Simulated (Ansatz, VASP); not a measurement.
## Two plane-wave programs on Pt

```
Pt
1.0
     0.00000    1.96276    2.08778
     1.96276    0.00000    2.08778
     1.96276    1.96276    0.00000
Pt
1
Cartesian
  0.0000 0.0000 0.0000
```

Alike in both runs: task single point; functional LDA; k mesh 22 × 22 × 22; occupations gaussian, width 0.15 eV; no spin polarisation.

|  | VASP | Ansatz |
| --- | --- | --- |
| version | VASP 6.6.1 | Ansatz 0.2.0 |
| potentials or method | VASP PAW LDA potentials, release 64 (Pt), cutoff 520 eV | scalar-relativistic, plane waves, PAW |
| valence electrons in the cell | 10 | 18 |

Ansatz gave:

* gap on the k mesh at the Fermi level (eV): none
* pressure (GPa): -20.5
* traceless stress, the component that is largest in VASP (GPa): -3.76

**Question.** Which values does VASP return?

**Answer.** gap on the k mesh at the Fermi level (eV): none; pressure (GPa): -20.0; traceless stress, the component that is largest in VASP (GPa): -3.77.

LDA's correlation is that of Perdew and Zunger in VASP and of Perdew and Wang (1992) in Ansatz. A gap of «none» marks a metal or a gap that the smearing closes. VASP's potentials hold 10 valence electrons a cell and Ansatz's 18, so a difference there can come from the potentials and not from the codes.

Neither program's run includes spin-orbit coupling.
